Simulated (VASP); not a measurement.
Al2Cu: single point with PBE

Crystal: Al2Cu.

```xyz
6
Lattice="-3.0335 3.0335 2.5117 3.0335 -3.0335 2.5117 3.0335 3.0335 -2.5117" Properties=species:S:1:pos:R:3 pbc="T T T"
Al    0.9682    4.0017    0.0000
Al    2.0653    0.9682    0.0000
Al    2.0653   -0.9682    2.5117
Al    0.9682    2.0653    2.5117
Cu    0.0000    0.0000    1.2558
Cu    0.0000    0.0000    3.7675
```

This cell differs from its parent crystal: z stretched by +3 %, then relaxed in part.

| Item | Value |
| --- | --- |
| Program | VASP 6.6.1 |
| Task | single point |
| Functional | PBE |
| Potentials or basis | VASP PAW PBE potentials, release 64 (Al, Cu) |
| Cutoff | 520 eV |
| k mesh | 12 × 12 × 12 |
| Occupations | fermi-dirac, width 0.05 eV |
| Spin | no spin polarisation |
| Dipole correction | no |
| Further INCAR settings | ALGO = Normal; EDIFF = 1e-06; NBANDS = 26 |

The pressure is -2.7 GPa and the largest force is 0.007 eV/Å. The band gap on the k mesh is zero (bands 17 and 18 overlap by 4.03 eV).

Forces on the atoms (eV/Å):
```
Al   0.005  0.005  0.000
Al  -0.005  0.005  0.000
Al  -0.005 -0.005  0.000
Al   0.005 -0.005  0.000
Cu   0.000  0.000  0.000
Cu   0.000  0.000  0.000
```

Stress tensor (GPa, compression positive):
```
-1.83  0.00  0.00
 0.00 -1.83  0.00
 0.00  0.00 -4.49
```

Levels at points of the mesh, in eV from the Fermi level:
```
           k point  band 13  band 14  band 15  band 16  band 17  band 18  band 19  band 20  band 21  band 22
(0.00, 0.00, 0.00)    -2.68    -1.71    -1.44    -1.19    -1.19    -0.82    -0.47     0.17     1.18     1.18
(0.50, 0.00, 0.00)    -2.94    -2.94    -2.51    -2.51     0.33     0.33     3.94     3.94     4.16     4.16
(0.50, 0.50, 0.00)    -2.95    -2.74    -1.27    -1.20    -0.90    -0.81     0.95     1.39     4.70     4.74
(0.50, 0.50, 0.50)    -3.18    -3.18    -3.18    -1.87     2.44     2.96     2.96     3.31     3.73     4.42
```

Wall time 6.7 min on 1 thread of Oxide Virtual Turin-like Processor (shared host), peak memory 0.43 GiB.

Caveat: the cell differs from its parent crystal (z stretched by +3 %, then relaxed in part).
